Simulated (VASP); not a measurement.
C, 2 atoms in the cell. Symmetry: R-3m, No. 166, trigonal system. Conventional cell: a = 2.460 Å, b = 2.460 Å, c = 10.057 Å, α = 90.00°, β = 90.00°, γ = 120.00°. Within 1.9 Å of C (site symmetry 3m) lie 3 C at 1.42 Å. 

| Quantity | Value |
| --- | --- |
| Program | VASP 6.6.1 |
| Task | single point |
| Functional | PBEsol |
| Potentials or basis | VASP PAW PBE potentials, release 64 (C) |
| Cutoff | 520 eV |
| k mesh | 22 × 22 × 22 |
| Occupations | methfessel-paxton, width 0.02 eV |
| Spin | no spin polarisation |
| Dipole correction | no |
| Further INCAR settings | ALGO = Normal; EDIFF = 1e-07; NBANDS = 11 |

Potentials or basis: VASP PAW PBE potentials, release 64 (C).

Run with:

```console
$ cat potpaw_PBE.64/C/POTCAR > POTCAR
$ mpirun -np 1 vasp_std > vasp.out
```

Hardware: 1 thread of Intel Xeon 8259CL, on a shared host.

Question: Estimate the wall time of this run.

Answer: It took 4.4 min on 1 thread of Intel Xeon 8259CL (shared host), peak memory 0.28 GiB. Counts: scf iterations 13, k points 1024.
